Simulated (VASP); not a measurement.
# Zn15SbS16 (a cell with a defect) (Wurtzite-4H) in VASP: electric field gradients with PBE

Aim: the electric field gradients of Zn15SbS16 (a cell with a defect) (Wurtzite-4H) with PBE.

Program: VASP 6.6.1. These are calculated values, not measurements. Logs are shortened: lines on timing, memory, paths and dates and some standing lists are left out, and cuts for length are marked.

### Step 1. The cell of the first run

The cell holds a defect, 32 atoms: a = 7.645 Å, b = 7.645 Å, c = 12.520 Å, α = 90.00°, β = 90.00°, γ = 120.00°.

### Step 2. Electric field gradients, PBE

INCAR reads:

```
PREC     = Accurate       # precision mode
ENCUT    = 520            # plane-wave cutoff, eV
EDIFF    = 1E-8           # SCF threshold, eV
ISMEAR   = -1             # smearing method
SIGMA    = 0.01           # smearing width, eV
LREAL    = Auto         
LASPH    = T              # aspherical terms in the spheres
NELM     = 100            # most SCF steps
ALGO     = Normal         # electronic algorithm
ISIF     = 2              # what is computed and relaxed
LWAVE    = F              # write WAVECAR
LCHARG   = F              # write CHGCAR
GGA      = PE             # functional
LEFG     = T            
NELECT   = 280.0        
NBANDS   = 162            # bands
```

KPOINTS reads:

```
regular mesh
0
Gamma
  3 3 2
```

POSCAR reads:

```
Zn15SbS16
1.0
    7.6454000000      0.0000000000      0.0000000000
   -3.8227000000      6.6211106220      0.0000000000
    0.0000000000      0.0000000000     12.5200000000
Sb Zn S
1 15 16
Direct
    0.0000000000      0.0000000000      0.0000000000
    0.0000000000      0.5000000000      0.0000000000
    0.5000000000      0.0000000000      0.0000000000
    0.5000000000      0.5000000000      0.0000000000
    0.0000000000      0.0000000000      0.5000000000
    0.0000000000      0.5000000000      0.5000000000
    0.5000000000      0.0000000000      0.5000000000
    0.5000000000      0.5000000000      0.5000000000
    0.1666666666      0.3333333334      0.2500000000
    0.1666666666      0.8333333334      0.2500000000
    0.6666666666      0.3333333334      0.2500000000
    0.6666666666      0.8333333334      0.2500000000
    0.3333333334      0.1666666666      0.7500000000
    0.3333333334      0.6666666666      0.7500000000
    0.8333333334      0.1666666666      0.7500000000
    0.8333333334      0.6666666666      0.7500000000
    0.0000000000      0.0000000000      0.1875000000
    0.0000000000      0.5000000000      0.1875000000
    0.5000000000      0.0000000000      0.1875000000
    0.5000000000      0.5000000000      0.1875000000
    0.0000000000      0.0000000000      0.6875000000
    0.0000000000      0.5000000000      0.6875000000
    0.5000000000      0.0000000000      0.6875000000
    0.5000000000      0.5000000000      0.6875000000
    0.1666666666      0.3333333334      0.4375000000
    0.1666666666      0.8333333334      0.4375000000
    0.6666666666      0.3333333334      0.4375000000
    0.6666666666      0.8333333334      0.4375000000
    0.3333333334      0.1666666666      0.9375000000
    0.3333333334      0.6666666666      0.9375000000
    0.8333333334      0.1666666666      0.9375000000
    0.8333333334      0.6666666666      0.9375000000
```

Potentials or basis: VASP PAW PBE potentials, release 64 (Sb, Zn, S).

On the command line:

```
> cat potpaw_PBE.64/Sb/POTCAR potpaw_PBE.64/Zn/POTCAR potpaw_PBE.64/S/POTCAR > POTCAR
> mpirun -np 1 vasp_std > vasp.out
```

OUTCAR:

```text
PREC = Accurate
   ENCUT = 520
   EDIFF = 1E-8
   ISMEAR = -1
   LREAL = Auto
   LASPH = T
   NELM = 100
   ISIF = 2
   GGA = PE
   NELECT = 280.0

 ion  position               nearest neighbor table
   1  0.000  0.000  0.000-  31 2.34  32 2.34  29 2.34  17 2.35
   2  0.000  0.500  0.000-  32 2.34  31 2.34  30 2.34  18 2.35
   3  0.500  0.000  0.000-  29 2.34  30 2.34  31 2.34  19 2.35
   4  0.500  0.500  0.000-  30 2.34  29 2.34  32 2.34  20 2.35
   5  0.000  0.000  0.500-  26 2.34  25 2.34  28 2.34  21 2.35
   6  0.000  0.500  0.500-  25 2.34  26 2.34  27 2.34  22 2.35
[... 24 lines left out ...]
  31  0.833  0.167  0.938-   1 2.34   2 2.34   3 2.34  15 2.35
  32  0.833  0.667  0.938-   2 2.34   1 2.34   4 2.34  16 2.35

  LATTYP: Found a hexagonal cell.
 ALAT       =     7.6454000000
 C/A-ratio  =     1.6375859994

  Lattice vectors:

 A1 = (   7.6454000000,   0.0000000000,   0.0000000000)
 A2 = (  -3.8227000000,   6.6211106220,   0.0000000000)
 A3 = (   0.0000000000,   0.0000000000,  12.5200000000)

Analysis of symmetry for initial positions (statically):
=====================================================================
 Subroutine PRICEL returns:
 Original cell was already a primitive cell.

 Routine SETGRP: Setting up the symmetry group for a
 hexagonal supercell.

 Subroutine GETGRP returns: Found  6 space group operations
 (whereof  6 operations were pure point group operations)
 out of a pool of 24 trial point group operations.

The static configuration has the point symmetry C_3v.

Analysis of symmetry for dynamics (positions and initial velocities):
=====================================================================
 Subroutine PRICEL returns:
 Original cell was already a primitive cell.

 Routine SETGRP: Setting up the symmetry group for a
 hexagonal supercell.

 Subroutine GETGRP returns: Found  6 space group operations
 (whereof  6 operations were pure point group operations)
 out of a pool of 24 trial point group operations.

The dynamic configuration has the point symmetry C_3v.

 Subroutine INISYM returns: Found  6 space group operations
 (whereof  6 operations are pure point group operations),
 and found     1 'primitive' translations

----------------------------------------------------------------------------------------

                                     Primitive cell

  volume of cell :     633.7754

  direct lattice vectors                    reciprocal lattice vectors
     7.645400000  0.000000000  0.000000000     0.130797604  0.075516032  0.000000000
    -3.822700000  6.621110622  0.000000000     0.000000000  0.151032064  0.000000000
     0.000000000  0.000000000 12.520000000     0.000000000  0.000000000  0.079872204

  length of vectors
     7.645400000  7.645400000 12.520000000     0.151032064  0.151032064  0.079872204

  position of ions in fractional coordinates (direct lattice)
     0.000000000  0.000000000  0.000000000
     0.000000000  0.500000000  0.000000000
     0.500000000  0.000000000  0.000000000
     0.500000000  0.500000000  0.000000000
     0.000000000  0.000000000  0.500000000
     0.000000000  0.500000000  0.500000000
[... 24 lines left out ...]
     0.833333333  0.166666667  0.937500000
     0.833333333  0.666666667  0.937500000

  ion indices of the primitive-cell ions
   primitive index   ion index
                 1           1
                 2           2
                 3           3
                 4           4
                 5           5
                 6           6
[... 24 lines left out ...]
                31          31
                32          32

----------------------------------------------------------------------------------------

 KPOINTS: regular mesh

Automatic generation of k-mesh.
[... 48 lines left out ...]
   LREAL  =      T    real-space projection
   EDIFFG = 0.1E-06   stopping-criterion for IOM
   NSW    =      0    number of steps for IOM
   IBRION =     -1    ionic relax: 0-MD 1-quasi-New 2-CG
   NFREE  =      0    steps in history (QN), initial steepest desc. (CG)
   ISIF   =      2    stress and relaxation
   ISYM   =      2    0-nonsym 1-usesym 2-fastsym
   POTIM  = 0.5000    time-step for ionic-motion
   TEBEG  =    0.0;   TEEND  =   0.0 temperature during run
   PSTRESS=    0.0 pullay stress
   NELECT =     280.0000    total number of electrons
   NUPDOWN=      -1.0000    fix difference up-down
   EMIN   =  10.00;   EMAX   =-10.00  energy-range for DOS
   EFERMI =   0.00;   METHOD = LEGACY
   ISMEAR =    -1;   SIGMA  =   0.01  broadening in eV -4-tet -1-fermi 0-gaus
   EFERMI_NEDOS =   21; number of points for ismear=-14 and -15
   IALGO  =     38    algorithm
   IMIX   =      4    mixing-type and parameters
     AMIX     =   0.40;   BMIX     =  1.00
     AMIX_MAG =   1.60;   BMIX_MAG =  1.00
  volume/ion in A,a.u.               =      19.81       133.65
  Fermi-wavevector in a.u.,A,eV,Ry     =   1.246854  2.356213 21.152239  1.554646
  Thomas-Fermi vector in A             =   2.381013
   LORBIT       =      0    0 simple, 1 ext, 2 COOP (PROOUT), +10 PAW based schemes
   GGA     = PE    functional components
   LHFCALC =     F    Hartree Fock is set to
   AEXX    =    0.0000 exact exchange contribution
   IVDW    =     0    specifies the selected vdW correction
   LEPSILON=     F    determine dielectric tensor
   LRPA    =     F    only Hartree local field effects (RPA)
 non-spin polarized calculation
  energy-cutoff  :      520.00
  volume of cell :      633.78
 maximum number of plane-waves:     17117
 NGX is ok and might be reduce to    60
   NGX = 29   NGY = 29   NGZ = 47

 number of electron     280.0000068 magnetization

 Free energy of the ion-electron system (eV)
  ---------------------------------------------------
  ext. energy  EPLUGINS =         0.00000000
  ---------------------------------------------------
  free energy    TOTEN  =      -111.29202018 eV

  energy without entropy =     -111.29202018  energy(sigma->0) =     -111.29202018

 E-fermi :   4.4382     XC(G=0):  -9.6304

 val. band max:        4.2079318347   @ k =   0.3333   0.3333   0.0000
 cond. band min:       4.6802058857   @ k =   0.0000   0.0000   0.0000
 fundamental gap:      0.4722740510
 Fermi energy:         4.4382119642

 k-point     1 :       0.0000    0.0000    0.0000
  band No.  band energies     occupation
      1     -11.8686      2.00000
      2     -10.6550      2.00000
      3     -10.4607      2.00000
      4     -10.4607      2.00000
      5     -10.2920      2.00000
      6     -10.0518      2.00000
[... 919 lines left out ...]
    151       7.1280      0.00000
    152       7.4411      0.00000
 [bands above 152 left out]

------------------------ aborting loop because EDIFF is reached ----------------------------------------

  FORCE on cell =-STRESS in cart. coord.  units (eV):
  Direction    XX          YY          ZZ          XY          YZ          ZX
  --------------------------------------------------------------------------------------
  -------------------------------------------------------------------------------------
  Total       12.7369655     12.7369655     10.3314787      0.0000000      0.0000000     -0.0000000
  in kB       32.1989100     32.1989100     26.1178656      0.0000000      0.0000000     -0.0000000
  external PRESSURE =      30.1718952 kB  Pullay stress =       0.0000000 kB

 VOLUME and BASIS-vectors are now :
 -----------------------------------------------------------------------------
  energy-cutoff  :      520.00
  volume of cell :      633.78
      direct lattice vectors                 reciprocal lattice vectors
     7.645400000  0.000000000  0.000000000     0.130797604  0.075516032  0.000000000
    -3.822700000  6.621110622  0.000000000     0.000000000  0.151032064  0.000000000
     0.000000000  0.000000000 12.520000000     0.000000000  0.000000000  0.079872204

 POSITION                                       TOTAL-FORCE (eV/Angst)
 -----------------------------------------------------------------------------------
      0.00000      0.00000      0.00000         0.000000      0.000000      0.071553
     -1.91135      3.31056      0.00000         0.176223      0.101743      0.274379
      3.82270      0.00000      0.00000         0.000000     -0.203485      0.274379
      1.91135      3.31056      0.00000        -0.176223      0.101743      0.274379
      0.00000      0.00000      6.26000         0.000000      0.000000     -0.117501
     -1.91135      3.31056      6.26000        -0.031547     -0.018214     -0.060234
[... 24 lines left out ...]
      5.73405      1.10352     11.73750        -3.113684      1.797686     -1.131098
      3.82270      4.41407     11.73750        -0.000000     -3.595372     -1.131098
 -----------------------------------------------------------------------------------
    total drift:                               -0.000001     -0.000003      0.012779

  FREE ENERGIE OF THE ION-ELECTRON SYSTEM (eV)
  ---------------------------------------------------
  free  energy   TOTEN  =      -111.2920201803 eV

  energy  without entropy=     -111.2920201803  energy(sigma->0) =     -111.29202018

 Electric field gradients (V/A^2)
---------------------------------------------------------------------
 ion       V_xx      V_yy      V_zz      V_xy      V_xz      V_yz
---------------------------------------------------------------------
   1      -8.149    -8.147    16.297     0.002     0.000    -0.000
   2       0.276     7.683    -7.960    -6.421     3.710     2.142
   3      11.392    -3.432    -7.960    -0.003     0.000    -4.284
   4       0.276     7.686    -7.961     6.417    -3.710     2.142
   5      -3.599    -3.601     7.201    -0.002    -0.000     0.000
   6      -2.767    -2.089     4.856    -0.590    -0.367    -0.212
[... 24 lines left out ...]
  31      12.429     0.683   -13.111   -10.172     5.879    -3.394
  32      -5.190    18.301   -13.111    -0.000     0.000     6.789
---------------------------------------------------------------------

 Electric field gradients after diagonalization (V/A^2)
 (convention: |V_zz| > |V_xx| > |V_yy|)
----------------------------------------------------------------------
 ion       V_xx      V_yy      V_zz     asymmetry (V_yy - V_xx)/ V_zz
----------------------------------------------------------------------
   1      -8.150    -8.146    16.297       0.000
   2     -10.541    -0.851    11.392       0.851
   3     -10.541    -0.851    11.392       0.851
   4     -10.542    -0.849    11.391       0.851
   5      -3.602    -3.598     7.201       0.001
   6      -3.131    -1.747     4.878       0.284
[... 24 lines left out ...]
  31     -14.516    -5.190    19.706       0.473
  32     -14.516    -5.190    19.706       0.473
----------------------------------------------------------------------

           NMR quadrupolar parameters

 Cq : quadrupolar parameter    Cq=e*Q*V_zz/h
 eta: asymmetry parameters     (V_yy - V_xx)/ V_zz
 Q  : nuclear electric quadrupole moment in mb (millibarn)
----------------------------------------------------------------------
 ion       Cq(MHz)       eta       Q (mb)
----------------------------------------------------------------------
   1       0.039       0.000       1.000
   2       0.028       0.851       1.000
   3       0.028       0.851       1.000
   4       0.028       0.851       1.000
   5       0.017       0.001       1.000
   6       0.012       0.284       1.000
[... 24 lines left out ...]
  31       0.048       0.473       1.000
  32       0.048       0.473       1.000
----------------------------------------------------------------------
```

Run time: 42 min. Hardware: 1 thread of Intel Xeon Platinum 8488C (Sapphire Rapids), shared host; peak memory 0.92 GiB.

Results:

| Item | Value |
| --- | --- |
| Free energy | -111.2920 eV |
| Largest force | 3.769 eV/Å |

Forces on the atoms (eV/Å):
```
Sb   0.000  0.000  0.072
Zn   0.176  0.102  0.274
Zn   0.000 -0.203  0.274
Zn  -0.176  0.102  0.274
Zn   0.000  0.000 -0.118
Zn  -0.032 -0.018 -0.060
Zn   0.000  0.036 -0.060
Zn   0.032 -0.018 -0.060
Zn   0.000  0.347  0.354
Zn   0.301 -0.174  0.354
Zn   0.000  0.000  0.218
Zn  -0.301 -0.174  0.354
Zn   0.101  0.058 -0.484
Zn   0.000  0.000 -0.207
Zn  -0.101  0.058 -0.484
Zn   0.000 -0.116 -0.484
S    0.000  0.000  3.392
S   -0.050 -0.029 -0.250
S    0.000  0.058 -0.250
S    0.050 -0.029 -0.250
S    0.000  0.000  0.229
S   -0.005 -0.003  0.164
S    0.000  0.006  0.164
S    0.005 -0.003  0.164
S    0.000 -0.034 -0.057
S   -0.029  0.017 -0.057
S    0.000  0.000 -0.039
S    0.029  0.017 -0.057
S    3.114  1.798 -1.131
S    0.000  0.000  0.024
S   -3.114  1.798 -1.131
S    0.000 -3.595 -1.131
```

Levels at points of the mesh, in eV from the Fermi level:
| k point | band 137 | band 138 | band 139 | band 140 | band 141 | band 142 | band 143 | band 144 |
| --- | --- | --- | --- | --- | --- | --- | --- | --- |
| (0.00, 0.00, 0.00) | -2.10 | -1.89 | -1.89 | -1.42 | 0.24 | 0.46 | 0.46 | 0.52 |
| (0.00, 0.00, 0.50) | -2.28 | -1.92 | -1.92 | -1.22 | 0.63 | 0.63 | 0.69 | 0.90 |

Electric field gradients, principal values (V/Å²):
```
 atom    least   middle  greatest (by size)
 1 Sb   -8.146   -8.150              16.297
 2 Zn   -0.851  -10.541              11.392
 3 Zn   -0.851  -10.541              11.392
 4 Zn   -0.849  -10.542              11.391
 5 Zn   -3.598   -3.602               7.201
 6 Zn   -1.747   -3.131               4.878
 7 Zn   -1.747   -3.131               4.878
 8 Zn   -1.750   -3.128               4.878
 9 Zn   -3.600  -11.129              14.730
10 Zn   -3.603  -11.129              14.732
11 Zn    2.517    2.521              -5.038
12 Zn   -3.600  -11.129              14.730
13 Zn   -8.500   -9.378              17.877
14 Zn   -2.681   -2.685               5.365
15 Zn   -8.503   -9.375              17.877
16 Zn   -8.500   -9.378              17.877
 17 S  -10.153  -10.154              20.307
 18 S    3.045    5.576              -8.621
 19 S    3.045    5.576              -8.621
 20 S    3.044    5.576              -8.621
 21 S   -1.448   -1.449               2.896
 22 S    2.599    2.681              -5.280
 23 S    2.599    2.681              -5.280
 24 S    2.599    2.681              -5.280
 25 S   -5.143   -7.204              12.347
 26 S   -5.142   -7.204              12.347
 27 S   -3.853   -3.854               7.706
 28 S   -5.143   -7.204              12.347
 29 S   -5.190  -14.516              19.706
 30 S    6.166    6.166             -12.332
 31 S   -5.190  -14.516              19.706
 32 S   -5.190  -14.516              19.706
```

Caveat: the cell carries a net charge on a neutralising background, which shifts energy and pressure; the cell is charged against a uniform background, so pressure and absolute levels hang on convention; without QUAD_EFG the Cq values of the log hold for a quadrupole moment of 1 mb, not for the nuclei; spin-orbit coupling is left out, which moves the levels of the heavy elements.
